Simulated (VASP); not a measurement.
# K3ScSi (Pm-3m) in VASP: single point with PBE

Aim: the single point of K3ScSi with PBE.

Program: VASP 6.6.1. These are calculated values, not measurements. Logs are shortened: lines on timing, memory, paths and dates and some standing lists are left out, and cuts for length are marked.

### 1 The cell of the first run

It takes space group Pm-3m (No. 221, cubic). Conventional cell: a = 7.140 Å, b = 7.140 Å, c = 7.140 Å, α = 90.00°, β = 90.00°, γ = 90.00°. Within 4.7 Å of K (site symmetry 4/mmm) lie 2 Sc at 3.57 Å. Within 4.7 Å of Sc (site symmetry m-3m) lie 6 K at 3.57 Å.

### 2 Single point, PBE, collinear spin, ferrimagnetic start

The input, INCAR:

```
PREC = Accurate
ENCUT = 520
EDIFF = 1E-7
ISMEAR = 0
SIGMA = 0.1
LREAL = F
LASPH = T
NELM = 150
ALGO = Normal
ISIF = 2
LWAVE = F
LCHARG = T
ISPIN = 2
MAGMOM = 0 0 0 1.31 -1.97
LORBIT = 11
LMAXMIX = 4
GGA = PE
LELF = T
LVHAR = T
NBANDS = 33
```

The input, KPOINTS:

```
regular mesh
0
Gamma
  6 6 6
```

The input, POSCAR:

```
K3ScSi
1.0
    7.1395913200      0.0000000000      0.0000000000
    0.0000000000      7.1395913200      0.0000000000
    0.0000000000      0.0000000000      7.1395913200
K Sc Si
3 1 1
Direct
    0.5000000000      0.0000000000      0.0000000000
    0.0000000000      0.5000000000      0.0000000000
    0.0000000000      0.0000000000      0.5000000000
    0.0000000000      0.0000000000      0.0000000000
    0.5000000000      0.5000000000      0.5000000000
```

Potentials or basis: VASP PAW PBE potentials, release 64 (K_sv, Sc_sv, Si).

On the command line:

```sh
$ cat potpaw_PBE.64/K_sv/POTCAR potpaw_PBE.64/Sc_sv/POTCAR potpaw_PBE.64/Si/POTCAR > POTCAR
$ mpirun -np 1 vasp_std > vasp.out
```

OUTCAR:

```text
PREC = Accurate
   ENCUT = 520
   EDIFF = 1E-7
   ISMEAR = 0
   LREAL = F
   LASPH = T
   NELM = 150
   ISIF = 2
   ISPIN = 2
   LORBIT = 11
   GGA = PE

 ion  position               nearest neighbor table
   1  0.500  0.000  0.000-   4 3.57   4 3.57
   2  0.000  0.500  0.000-   4 3.57   4 3.57
   3  0.000  0.000  0.500-   4 3.57   4 3.57
   4  0.000  0.000  0.000-   1 3.57   2 3.57   3 3.57   3 3.57   2 3.57   1 3.57
   5  0.500  0.500  0.500-

  LATTYP: Found a simple cubic cell.
 ALAT       =     7.1395913200

  Lattice vectors:

 A1 = (   7.1395913200,   0.0000000000,   0.0000000000)
 A2 = (   0.0000000000,   7.1395913200,   0.0000000000)
 A3 = (   0.0000000000,   0.0000000000,   7.1395913200)

Analysis of symmetry for initial positions (statically):
=====================================================================
 Subroutine PRICEL returns:
 Original cell was already a primitive cell.

 Routine SETGRP: Setting up the symmetry group for a
 simple cubic supercell.

 Subroutine GETGRP returns: Found 48 space group operations
 (whereof 48 operations were pure point group operations)
 out of a pool of 48 trial point group operations.

The static configuration has the point symmetry O_h .

Analysis of symmetry for dynamics (positions and initial velocities):
=====================================================================
 Subroutine PRICEL returns:
 Original cell was already a primitive cell.

 Routine SETGRP: Setting up the symmetry group for a
 simple cubic supercell.

 Subroutine GETGRP returns: Found 48 space group operations
 (whereof 48 operations were pure point group operations)
 out of a pool of 48 trial point group operations.

The dynamic configuration has the point symmetry O_h .

Analysis of structural, dynamic, and magnetic symmetry:
=====================================================================
 Subroutine PRICEL returns:
 Original cell was already a primitive cell.

 Routine SETGRP: Setting up the symmetry group for a
 simple cubic supercell.

 Subroutine GETGRP returns: Found 48 space group operations
 (whereof 48 operations were pure point group operations)
 out of a pool of 48 trial point group operations.

The overall configuration has the point symmetry O_h .

 Subroutine INISYM returns: Found 48 space group operations
 (whereof 48 operations are pure point group operations),
 and found     1 'primitive' translations

----------------------------------------------------------------------------------------

                                     Primitive cell

  volume of cell :     363.9318

  direct lattice vectors                    reciprocal lattice vectors
     7.139591320  0.000000000  0.000000000     0.140064039  0.000000000  0.000000000
     0.000000000  7.139591320  0.000000000     0.000000000  0.140064039  0.000000000
     0.000000000  0.000000000  7.139591320     0.000000000  0.000000000  0.140064039

  length of vectors
     7.139591320  7.139591320  7.139591320     0.140064039  0.140064039  0.140064039

  position of ions in fractional coordinates (direct lattice)
     0.500000000  0.000000000  0.000000000
     0.000000000  0.500000000  0.000000000
     0.000000000  0.000000000  0.500000000
     0.000000000  0.000000000  0.000000000
     0.500000000  0.500000000  0.500000000

  ion indices of the primitive-cell ions
   primitive index   ion index
                 1           1
                 2           2
                 3           3
                 4           4
                 5           5

----------------------------------------------------------------------------------------

 KPOINTS: regular mesh

Automatic generation of k-mesh.
 Grid dimensions read from file:
 generate k-points for:    6    6    6

 Generating k-lattice:

  Cartesian coordinates                     Fractional coordinates (reciprocal lattice)
     0.023344007  0.000000000  0.000000000     0.166666667  0.000000000  0.000000000
     0.000000000  0.023344007  0.000000000     0.000000000  0.166666667  0.000000000
     0.000000000  0.000000000  0.023344007     0.000000000  0.000000000  0.166666667

  Length of vectors
     0.023344007  0.023344007  0.023344007

  Shift w.r.t. Gamma in fractional coordinates (k-lattice)
     0.000000000  0.000000000  0.000000000

 Subroutine IBZKPT returns following result:
 ===========================================

 Found     20 irreducible k-points:

 Following reciprocal coordinates:
            Coordinates               Weight
  0.000000  0.000000  0.000000      1.000000
  0.166667  0.000000  0.000000      6.000000
  0.333333  0.000000  0.000000      6.000000
  0.500000  0.000000  0.000000      3.000000
  0.166667  0.166667  0.000000     12.000000
  0.333333  0.166667  0.000000     24.000000
[... 12 lines left out ...]
  0.500000  0.500000  0.333333      6.000000
  0.500000  0.500000  0.500000      1.000000
   k-points           NKPTS =     20   k-points in BZ     NKDIM =     20   number of bands    NBANDS=     33
   number of dos      NEDOS =    301   number of ions     NIONS =      5
   total plane-waves  NPLWV = 157464
   dimension x,y,z NGX =    54 NGY =   54 NGZ =   54
   dimension x,y,z NGXF=   108 NGYF=  108 NGZF=  108
   ions per type =               3   1   1
   NGX,Y,Z   is equivalent  to a cutoff of  12.57, 12.57, 12.57 a.u.
   NGXF,Y,Z  is equivalent  to a cutoff of  25.15, 25.15, 25.15 a.u.
 SYSTEM =  unknown system
   PREC   = accura    normal or accurate (medium, high low for compatibility)
   ISTART =      0    job   : 0-new  1-cont  2-samecut
   ICHARG =      2    charge: 1-file 2-atom 10-const
   ISPIN  =      2    spin polarized calculation?
   LNONCOLLINEAR =      F non collinear calculations
   LSORBIT =      F    spin-orbit coupling
   LASPH  =      T    aspherical Exc in radial PAW
   ENCUT  =  520.0 eV  38.22 Ry    6.18 a.u.  13.27 13.27 13.27*2*pi/ulx,y,z
   NELM   =    150;   NELMIN=  2; NELMDL= -5     # of ELM steps
   EDIFF  = 0.1E-06   stopping-criterion for ELM
   LREAL  =      F    real-space projection
   EDIFFG = 0.1E-05   stopping-criterion for IOM
   NSW    =      0    number of steps for IOM
   IBRION =     -1    ionic relax: 0-MD 1-quasi-New 2-CG
   NFREE  =      0    steps in history (QN), initial steepest desc. (CG)
   ISIF   =      2    stress and relaxation
   ISYM   =      2    0-nonsym 1-usesym 2-fastsym
   POTIM  = 0.5000    time-step for ionic-motion
   TEBEG  =    0.0;   TEEND  =   0.0 temperature during run
   PSTRESS=    0.0 pullay stress
   NELECT =      42.0000    total number of electrons
   NUPDOWN=      -1.0000    fix difference up-down
   EMIN   =  10.00;   EMAX   =-10.00  energy-range for DOS
   EFERMI =   0.00;   METHOD = LEGACY
   ISMEAR =     0;   SIGMA  =   0.10  broadening in eV -4-tet -1-fermi 0-gaus
   EFERMI_NEDOS =   21; number of points for ismear=-14 and -15
   IALGO  =     38    algorithm
   IMIX   =      4    mixing-type and parameters
     AMIX     =   0.40;   BMIX     =  1.00
     AMIX_MAG =   1.60;   BMIX_MAG =  1.00
  volume/ion in A,a.u.               =      72.79       491.19
  Fermi-wavevector in a.u.,A,eV,Ry     =   0.797048  1.506203  8.643588  0.635286
  Thomas-Fermi vector in A             =   1.903690
   LORBIT       =     11    0 simple, 1 ext, 2 COOP (PROOUT), +10 PAW based schemes
   GGA     = PE    functional components
   LHFCALC =     F    Hartree Fock is set to
   AEXX    =    0.0000 exact exchange contribution
   IVDW    =     0    specifies the selected vdW correction
   LEPSILON=     F    determine dielectric tensor
   LRPA    =     F    only Hartree local field effects (RPA)
 spin polarized calculation
 Gauss-broadening in eV      SIGMA  =   0.10
  energy-cutoff  :      520.00
  volume of cell :      363.93
 maximum number of plane-waves:      9826
 NGX is ok and might be reduce to    54
   NGX = 27   NGY = 27   NGZ = 27

 number of electron      41.9999996 magnetization       0.0001361

 number of electron      41.9999996 magnetization      -0.0001163

 Free energy of the ion-electron system (eV)
  ---------------------------------------------------
  ext. energy  EPLUGINS =         0.00000000
  ---------------------------------------------------
  free energy    TOTEN  =        -8.30019735 eV

  energy without entropy =       -8.20004463  energy(sigma->0) =       -8.25012099

 E-fermi :  -0.6137     XC(G=0):  -5.4722

 val. band max:       -0.6143519548   @ k =   0.3333   0.1667   0.0000
 cond. band min:      -0.6108313885   @ k =   0.3333   0.1667   0.0000
 fundamental gap:      0.0035205662
 Fermi energy:        -0.6137014372

 spin component 1

 k-point     1 :       0.0000    0.0000    0.0000
  band No.  band energies     occupation
      1     -51.4713      1.00000
      2     -32.4681      1.00000
      3     -32.4667      1.00000
      4     -32.4667      1.00000
      5     -30.1380      1.00000
      6     -30.1380      1.00000
[... 709 lines left out ...]
     32       2.9765      0.00000
     33       2.9766      0.00000
 Fermi energy:        -0.6137014372

 spin component 2

 k-point     1 :       0.0000    0.0000    0.0000
  band No.  band energies     occupation
      1     -50.5572      1.00000
      2     -32.4448      1.00000
      3     -32.4435      1.00000
      4     -32.4435      1.00000
      5     -29.2148      1.00000
      6     -29.2148      1.00000
[... 709 lines left out ...]
     32       2.8256      0.00000
     33       2.8256      0.00000

------------------------ aborting loop because EDIFF is reached ----------------------------------------

  FORCE on cell =-STRESS in cart. coord.  units (eV):
  Direction    XX          YY          ZZ          XY          YZ          ZX
  --------------------------------------------------------------------------------------
  -------------------------------------------------------------------------------------
  Total       -0.5996173     -0.5996173     -0.5996173     -0.0000000     -0.0000000      0.0000000
  in kB       -2.6397616     -2.6397616     -2.6397616     -0.0000000     -0.0000000      0.0000000
  external PRESSURE =      -2.6397616 kB  Pullay stress =       0.0000000 kB

 VOLUME and BASIS-vectors are now :
 -----------------------------------------------------------------------------
  energy-cutoff  :      520.00
  volume of cell :      363.93
      direct lattice vectors                 reciprocal lattice vectors
     7.139591320  0.000000000  0.000000000     0.140064039  0.000000000  0.000000000
     0.000000000  7.139591320  0.000000000     0.000000000  0.140064039  0.000000000
     0.000000000  0.000000000  7.139591320     0.000000000  0.000000000  0.140064039

 POSITION                                       TOTAL-FORCE (eV/Angst)
 -----------------------------------------------------------------------------------
      3.56980      0.00000      0.00000         0.000000      0.000000      0.000000
      0.00000      3.56980      0.00000         0.000000      0.000000      0.000000
      0.00000      0.00000      3.56980         0.000000      0.000000      0.000000
      0.00000      0.00000      0.00000         0.000000      0.000000      0.000000
      3.56980      3.56980      3.56980         0.000000      0.000000      0.000000
 -----------------------------------------------------------------------------------
    total drift:                                0.000000     -0.000000      0.000000

  FREE ENERGIE OF THE ION-ELECTRON SYSTEM (eV)
  ---------------------------------------------------
  free  energy   TOTEN  =        -8.3001973509 eV

  energy  without entropy=       -8.2000446314  energy(sigma->0) =       -8.25012099

 total charge

# of ion       s       p       d       tot
------------------------------------------
    1        1.974   5.554   0.017   7.545
    2        1.974   5.554   0.017   7.545
    3        1.974   5.554   0.017   7.545
    4        2.333   5.987   1.022   9.342
    5        0.908   0.606   0.000   1.515
--------------------------------------------------
tot          9.165  23.254   1.074  33.493

 magnetization (x)

# of ion       s       p       d       tot
------------------------------------------
    1        0.012   0.000   0.008   0.020
    2        0.012   0.000   0.008   0.020
    3        0.012   0.000   0.008   0.020
    4        0.003   0.048   0.994   1.045
    5        0.001  -0.546   0.000  -0.545
--------------------------------------------------
tot          0.039  -0.498   1.018   0.558
```

It took 16 min on 1 thread of Intel Xeon Platinum 8259CL at 2.50GHz (Skylake/Cascade Lake), shared host; peak memory 0.74 GiB.

Results:

| Item | Value |
| --- | --- |
| Free energy | -8.3002 eV |
| Pressure | -0.3 GPa |
| Band gap on the k mesh | zero (filled and empty bands overlap) |
| Net moment | 0.00 μB per cell |
| Site moments | K +0.02; Sc +1.04; Si -0.55 μB |
| Valence electrons inside the program's atomic spheres | K 7.54; Sc 9.34; Si 1.51 |
